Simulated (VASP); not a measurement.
# CuAu (P4/mmm) in VASP: further runs

Aim: see how the results for CuAu move with the level of theory and the settings. Levels: LDA, r2SCAN. Tasks: relaxation of cell and atoms.

All numbers are computed with VASP 6.6.1; they aren't measurements. Logs are shortened: lines on timing, memory, paths and dates and some standing lists are left out, and cuts for length are marked.

## (1) The cell of the first run

Symmetry: P4/mmm, No. 123, tetragonal system. The conventional cell has a = 2.811 Å, b = 2.811 Å, c = 3.685 Å, α = 90.00°, β = 90.00°, γ = 90.00°. Cu (site symmetry 4/mmm) has 8 Au at 2.71 Å and 4 Cu at 2.81 Å within 3.6 Å. Au (site symmetry 4/mmm) has 8 Cu at 2.71 Å and 4 Au at 2.81 Å within 3.6 Å.

## (2) Relaxation of cell and atoms, LDA

The input, INCAR:

```
ALGO = Normal ; EDIFF = 1E-6
EDIFFG = -0.01 ; ENCUT = 600
IBRION = 2 ; ISIF = 3
ISMEAR = -1 ; LASPH = T
LCHARG = F ; LREAL = F
LWAVE = F ; NELM = 80
NSW = 80 ; PREC = Accurate
SIGMA = 0.1
```

The input, KPOINTS:

```
k-points
0
Gamma
  11 11 9
```

The input, POSCAR:

```
CuAu
1.0
    2.8107494600      0.0000000000      0.0000000000
    0.0000000000      2.8107494600      0.0000000000
    0.0000000000      0.0000000000      3.6850000000
Cu Au
1 1
Direct
    0.5000000000      0.5000000000      0.5000000000
    0.0000000000      0.0000000000      0.0000000000
```

Potentials or basis: VASP PAW LDA potentials, release 64 (Cu, Au).

Started as:

```sh
$ cat potpaw_LDA.64/Cu/POTCAR potpaw_LDA.64/Au/POTCAR > POTCAR
$ mpirun -np 1 vasp_std > vasp.out
```

OUTCAR:

```text
EDIFF = 1E-6
   EDIFFG = -0.01
   ENCUT = 600
   IBRION = 2
   ISIF = 3
   ISMEAR = -1
   LASPH = T
   LREAL = F
   NELM = 80
   NSW = 80
   PREC = Accurate

 ion  position               nearest neighbor table
   1  0.500  0.500  0.500-   2 2.71   2 2.71   2 2.71   2 2.71   2 2.71   2 2.71   2 2.71   2 2.71

   2  0.000  0.000  0.000-   1 2.71   1 2.71   1 2.71   1 2.71   1 2.71   1 2.71   1 2.71   1 2.71

  LATTYP: Found a simple tetragonal cell.
 ALAT       =     2.8107494600
 C/A-ratio  =     1.3110382311

  Lattice vectors:

 A1 = (   2.8107494600,   0.0000000000,   0.0000000000)
 A2 = (   0.0000000000,   2.8107494600,   0.0000000000)
 A3 = (   0.0000000000,   0.0000000000,   3.6850000000)

Analysis of symmetry for initial positions (statically):
=====================================================================
 Subroutine PRICEL returns:
 Original cell was already a primitive cell.

 Routine SETGRP: Setting up the symmetry group for a
 simple tetragonal supercell.

 Subroutine GETGRP returns: Found 16 space group operations
 (whereof 16 operations were pure point group operations)
 out of a pool of 16 trial point group operations.

The static configuration has the point symmetry D_4h.

Analysis of symmetry for dynamics (positions and initial velocities):
=====================================================================
 Subroutine PRICEL returns:
 Original cell was already a primitive cell.

 Routine SETGRP: Setting up the symmetry group for a
 simple tetragonal supercell.

 Subroutine GETGRP returns: Found 16 space group operations
 (whereof 16 operations were pure point group operations)
 out of a pool of 16 trial point group operations.

The dynamic configuration has the point symmetry D_4h.

 Subroutine INISYM returns: Found 16 space group operations
 (whereof 16 operations are pure point group operations),
 and found     1 'primitive' translations

----------------------------------------------------------------------------------------

                                     Primitive cell

  volume of cell :      29.1127

  direct lattice vectors                    reciprocal lattice vectors
     2.810749460  0.000000000  0.000000000     0.355776996  0.000000000  0.000000000
     0.000000000  2.810749460  0.000000000     0.000000000  0.355776996  0.000000000
     0.000000000  0.000000000  3.685000000     0.000000000  0.000000000  0.271370421

  length of vectors
     2.810749460  2.810749460  3.685000000     0.355776996  0.355776996  0.271370421

  position of ions in fractional coordinates (direct lattice)
     0.500000000  0.500000000  0.500000000
     0.000000000  0.000000000  0.000000000

  ion indices of the primitive-cell ions
   primitive index   ion index
                 1           1
                 2           2

----------------------------------------------------------------------------------------

 KPOINTS: k-points

Automatic generation of k-mesh.
 Grid dimensions read from file:
 generate k-points for:   11   11    9

 Generating k-lattice:

  Cartesian coordinates                     Fractional coordinates (reciprocal lattice)
     0.032343363  0.000000000  0.000000000     0.090909091  0.000000000  0.000000000
     0.000000000  0.032343363  0.000000000     0.000000000  0.090909091  0.000000000
     0.000000000  0.000000000  0.030152269     0.000000000  0.000000000  0.111111111

  Length of vectors
     0.032343363  0.032343363  0.030152269

  Shift w.r.t. Gamma in fractional coordinates (k-lattice)
     0.000000000  0.000000000  0.000000000

 Subroutine IBZKPT returns following result:
 ===========================================

 Found    105 irreducible k-points:

 Following reciprocal coordinates:
            Coordinates               Weight
  0.000000  0.000000  0.000000      1.000000
  0.090909  0.000000  0.000000      4.000000
  0.181818  0.000000  0.000000      4.000000
  0.272727  0.000000  0.000000      4.000000
  0.363636  0.000000  0.000000      4.000000
  0.454545  0.000000  0.000000      4.000000
[... 16 lines left out ...]
  0.090909  0.000000  0.111111      8.000000
  0.181818  0.000000  0.111111      8.000000
 [... further k-points ...]
   k-points           NKPTS =    105   k-points in BZ     NKDIM =    105   number of bands    NBANDS=     15
   number of dos      NEDOS =    301   number of ions     NIONS =      2
   total plane-waves  NPLWV =  17280
   dimension x,y,z NGX =    24 NGY =   24 NGZ =   30
   dimension x,y,z NGXF=    48 NGYF=   48 NGZF=   60
   ions per type =               1   1
   NGX,Y,Z   is equivalent  to a cutoff of  14.20, 14.20, 13.53 a.u.
   NGXF,Y,Z  is equivalent  to a cutoff of  28.39, 28.39, 27.07 a.u.
 SYSTEM =  unknown system
   PREC   = accura    normal or accurate (medium, high low for compatibility)
   ISTART =      0    job   : 0-new  1-cont  2-samecut
   ICHARG =      2    charge: 1-file 2-atom 10-const
   ISPIN  =      1    spin polarized calculation?
   LNONCOLLINEAR =      F non collinear calculations
   LSORBIT =      F    spin-orbit coupling
   LASPH  =      T    aspherical Exc in radial PAW
   ENCUT  =  600.0 eV  44.10 Ry    6.64 a.u.   5.61  5.61  7.36*2*pi/ulx,y,z
   NELM   =     80;   NELMIN=  2; NELMDL= -5     # of ELM steps
   EDIFF  = 0.1E-05   stopping-criterion for ELM
   LREAL  =      F    real-space projection
   EDIFFG = -.1E-01   stopping-criterion for IOM
   NSW    =     80    number of steps for IOM
   IBRION =      2    ionic relax: 0-MD 1-quasi-New 2-CG
   NFREE  =      1    steps in history (QN), initial steepest desc. (CG)
   ISIF   =      3    stress and relaxation
   ISYM   =      2    0-nonsym 1-usesym 2-fastsym
   POTIM  = 0.5000    time-step for ionic-motion
   TEBEG  =    0.0;   TEEND  =   0.0 temperature during run
   PSTRESS=    0.0 pullay stress
   NELECT =      22.0000    total number of electrons
   NUPDOWN=      -1.0000    fix difference up-down
   EMIN   =  10.00;   EMAX   =-10.00  energy-range for DOS
   EFERMI =   0.00;   METHOD = LEGACY
   ISMEAR =    -1;   SIGMA  =   0.10  broadening in eV -4-tet -1-fermi 0-gaus
   EFERMI_NEDOS =   21; number of points for ismear=-14 and -15
   IALGO  =     38    algorithm
   IMIX   =      4    mixing-type and parameters
     AMIX     =   0.40;   BMIX     =  1.00
     AMIX_MAG =   1.60;   BMIX_MAG =  1.00
  volume/ion in A,a.u.               =      14.56        98.23
  Fermi-wavevector in a.u.,A,eV,Ry     =   1.491152  2.817868 30.253005  2.223533
  Thomas-Fermi vector in A             =   2.603843
   LORBIT       =      0    0 simple, 1 ext, 2 COOP (PROOUT), +10 PAW based schemes
   GGA     = CA    functional components
   LHFCALC =     F    Hartree Fock is set to
   AEXX    =    0.0000 exact exchange contribution
   IVDW    =     0    specifies the selected vdW correction
   LEPSILON=     F    determine dielectric tensor
   LRPA    =     F    only Hartree local field effects (RPA)
 conjugate gradient relaxation of ions
 non-spin polarized calculation
  energy-cutoff  :      600.00
  volume of cell :       29.11
 maximum number of plane-waves:       991
 NGX is ok and might be reduce to    24
   NGX = 11   NGY = 11   NGZ = 15

--------------------------------------- Ionic step        1  -------------------------------------------

 number of electron      22.0000014 magnetization

 Free energy of the ion-electron system (eV)
  ---------------------------------------------------
  ext. energy  EPLUGINS =         0.00000000
  ---------------------------------------------------
  free energy    TOTEN  =        -9.23656187 eV

  energy without entropy =       -9.21912658  energy(sigma->0) =       -9.22784422

------------------------ aborting loop because EDIFF is reached ----------------------------------------

  FORCE on cell =-STRESS in cart. coord.  units (eV):
  Direction    XX          YY          ZZ          XY          YZ          ZX
  --------------------------------------------------------------------------------------
  -------------------------------------------------------------------------------------
  Total       -1.5437624     -1.5437624     -1.5472920      0.0000000      0.0000000      0.0000000
  in kB      -84.9589774    -84.9589774    -85.1532268      0.0000000      0.0000000      0.0000000
  external PRESSURE =     -85.0237272 kB  Pullay stress =       0.0000000 kB
[... 21 lines left out ...]
  energy  without entropy=       -9.2191265756  energy(sigma->0) =       -9.22784422

--------------------------------------- Ionic step        2  -------------------------------------------

 number of electron      21.9999991 magnetization

 E-fermi :  10.3584     XC(G=0): -13.6444

 val. band max:       10.3087240344   @ k =   0.0909   0.0000   0.2222
 cond. band min:      10.3613043455   @ k =   0.4545   0.2727   0.2222
 fundamental gap:      0.0525803111
 Fermi energy:        10.3584204352

 k-point     1 :       0.0000    0.0000    0.0000
  band No.  band energies     occupation
      1      -0.5825      2.00000
      2       2.7290      2.00000
      3       2.9134      2.00000
      4       5.7627      2.00000
      5       5.7627      2.00000
      6       7.0534      2.00000
      7       7.0697      2.00000
      8       7.9243      2.00000
      9       8.4873      2.00000
     10       8.7608      2.00000
     11       8.7608      2.00000
     12      12.2606      0.00000
     13      19.4610      0.00000
     14      20.7552      0.00000
     15      20.7552      0.00000
[... 479 lines left out ...]
  FREE ENERGIE OF THE ION-ELECTRON SYSTEM (eV)
  ---------------------------------------------------
  free  energy   TOTEN  =        -9.2767993291 eV

  energy  without entropy=       -9.2605020697  energy(sigma->0) =       -9.26865070

[... ionic steps 4 to 7 ...]

--------------------------------------- Ionic step        8  -------------------------------------------

 number of electron      22.0000001 magnetization

------------------------ aborting loop because EDIFF is reached ----------------------------------------

  FORCE on cell =-STRESS in cart. coord.  units (eV):
  Direction    XX          YY          ZZ          XY          YZ          ZX
  --------------------------------------------------------------------------------------
  -------------------------------------------------------------------------------------
  Total       -0.0463322     -0.0463322     -0.0990589      0.0000000      0.0000000     -0.0000000
  in kB       -2.6801850     -2.6801850     -5.7302799      0.0000000      0.0000000     -0.0000000
  external PRESSURE =      -3.6968833 kB  Pullay stress =       0.0000000 kB
[... 57 lines left out ...]
  energy  without entropy=       -9.2604773738  energy(sigma->0) =       -9.26884927

--------------------------------------- Ionic step       10  -------------------------------------------

 number of electron      22.0000001 magnetization

 Free energy of the ion-electron system (eV)
  ---------------------------------------------------
  ext. energy  EPLUGINS =         0.00000000
  ---------------------------------------------------
  free energy    TOTEN  =        -9.27720518 eV

  energy without entropy =       -9.26035530  energy(sigma->0) =       -9.26878024

 E-fermi :   9.3483     XC(G=0): -13.2796

 val. band max:        9.3428847350   @ k =   0.4545   0.0909   0.4444
 cond. band min:       9.3644248802   @ k =   0.4545   0.0000   0.3333
 fundamental gap:      0.0215401451
 Fermi energy:         9.3482749852

 k-point     1 :       0.0000    0.0000    0.0000
  band No.  band energies     occupation
      1      -0.9719      2.00000
      2       2.2935      2.00000
      3       2.4633      2.00000
      4       5.0046      2.00000
      5       5.0046      2.00000
      6       6.1406      2.00000
      7       6.3086      2.00000
      8       7.0724      2.00000
      9       7.5427      2.00000
     10       7.7862      2.00000
     11       7.7862      2.00000
     12      11.5385      0.00000
     13      18.1013      0.00000
     14      19.2971      0.00000
     15      19.2971      0.00000
[... 443 lines left out ...]
  FREE ENERGIE OF THE ION-ELECTRON SYSTEM (eV)
  ---------------------------------------------------
  free  energy   TOTEN  =        -9.2772051804 eV

  energy  without entropy=       -9.2603553010  energy(sigma->0) =       -9.26878024

 reached required accuracy - stopping structural energy minimisation
```

Run time: 2.1 min. Hardware: 1 thread of Intel Xeon Platinum 8559C (Emerald Rapids), shared host; peak memory 0.21 GiB.

Results:

```yaml
Free_energy: -9.2772 eV
Relaxed_volume: 13.81 Å³/atom
Relaxed_cell: a = 2.776 Å, b = 2.776 Å, c = 3.586 Å, α = 90.00°, β = 90.00°, γ = 90.00°
Space_group_after_relaxing_to_0.05_Å: P4/mmm (No. 123)
Energy_gained_by_relaxing: 20.3 meV/atom
Ionic_steps: 10
Pressure_after_relaxing: 0.0 GPa
Band_gap_on_the_k_mesh: zero (band 11 reaches 13.38 eV, above the bottom of band 12 at 7.19 eV)
```

The path:
```tsv
step	energy change (eV)	largest force (eV/Å)	pressure (GPa)	volume (Å³)
1	0.0000	0.0000	-8.50	29.11
2	0.0290	0.0000	14.09	25.98
3	-0.0402	0.0000	-0.24	27.68
4	-0.0402	0.0000	0.00	27.65
5	-0.0402	0.0000	0.20	27.62
6	-0.0404	0.0000	-0.12	27.68
7	-0.0404	0.0000	-0.30	27.71
8	-0.0405	0.0000	-0.37	27.70
9	-0.0407	0.0000	-0.18	27.65
10	-0.0406	0.0000	0.01	27.63
```

Final structure:
```
Cu Au
1.0
     2.77557    0.00000    0.00000
     0.00000    2.77557    0.00000
     0.00000    0.00000    3.58614
Cu Au
1 1
Direct
  0.50000 0.50000 0.50000
  0.00000 0.00000 0.00000
```

Caveat: spin-orbit coupling is left out, which moves the levels of the heavy elements. LDA usually gives volumes a few per cent too small.

## (3) Relaxation of cell and atoms, r2SCAN

POSCAR is that of step 2.

The input, INCAR.step1:

```
SYSTEM = CuAu
PREC = Accurate
ENCUT = 600
ISMEAR = -1
SIGMA = 0.1
LREAL = .False.
LASPH = .True.
NELM = 80
GGA = PE
ALGO = Normal
EDIFF = 1E-4
LWAVE = .True.
LCHARG = .False.
```

The input, INCAR.step2:

```
SYSTEM = CuAu
PREC = Accurate
ENCUT = 600
EDIFF = 1E-6
ISMEAR = -1
SIGMA = 0.1
LREAL = .False.
LASPH = .True.
NELM = 80
ALGO = Normal
ISIF = 3
LWAVE = .False.
LCHARG = .False.
METAGGA = R2SCAN
LMIXTAU = .True.
IBRION = 2
NSW = 80
EDIFFG = -0.01
ISTART = 1
```

The input, KPOINTS:

```
regular mesh
0
Gamma
  11 11 9
  0 0 0
```

Potentials or basis: VASP PAW PBE potentials, release 64 (Cu, Au).

Started as:

```sh
$ cat potpaw_PBE.64/Cu/POTCAR potpaw_PBE.64/Au/POTCAR > POTCAR
$ cp INCAR.step1 INCAR
$ mpirun -np 1 vasp_std > vasp.out
$ cp INCAR.step2 INCAR
$ mpirun -np 1 vasp_std > vasp.out
```

Run time: 6.5 min. Hardware: 1 thread of Intel Xeon Platinum 8559C (Emerald Rapids), shared host; peak memory 0.21 GiB.

The run converged. Its results:

```yaml
Free_energy: -61.5532 eV
Relaxed_volume: 14.57 Å³/atom
Relaxed_cell: a = 2.825 Å, b = 2.825 Å, c = 3.651 Å, α = 90.00°, β = 90.00°, γ = 90.00°
Space_group_after_relaxing_to_0.05_Å: P4/mmm (No. 123)
Energy_gained_by_relaxing: 0.2 meV/atom
Ionic_steps: 8
Pressure_after_relaxing: -0.1 GPa
Band_gap_on_the_k_mesh: zero (band 11 reaches 12.63 eV, above the bottom of band 12 at 6.49 eV)
```

Step by step:
```
step  energy change (eV)  largest force (eV/Å)  pressure (GPa)  volume (Å³)
   1              0.0000                0.0000           -0.06        29.11
   2             -0.0001                0.0000            0.22        29.09
   3             -0.0001                0.0000            0.45        29.06
   4             -0.0001                0.0000            0.39        29.07
   5             -0.0002                0.0000            0.41        29.08
   6             -0.0003                0.0000            0.19        29.10
   7             -0.0004                0.0000           -0.10        29.15
   8             -0.0004                0.0000           -0.09        29.14
```

Final structure:
```yaml
crystal:
  lattice:
    - [2.82483, 0.00000, 0.00000]
    - [0.00000, 2.82483, 0.00000]
    - [0.00000, 0.00000, 3.65126]
  atoms:
    - { symbol: Cu, position: [0.50000, 0.50000, 0.50000] }
    - { symbol: Au, position: [0.00000, 0.00000, 0.00000] }
```

Levels at points of the mesh, in eV from the Fermi level:
| k point | band 7 | band 8 | band 9 | band 10 | band 11 | band 12 | band 13 | band 14 | band 15 |
| --- | --- | --- | --- | --- | --- | --- | --- | --- | --- |
| (0.00, 0.00, 0.00) | -2.97 | -2.31 | -1.86 | -1.62 | -1.62 | 2.41 | 8.65 | 10.31 | 10.31 |

Caveat: the PAW data sets were made with another functional, which shifts forces and pressure a little; spin-orbit coupling is left out, which moves the levels of the heavy elements.
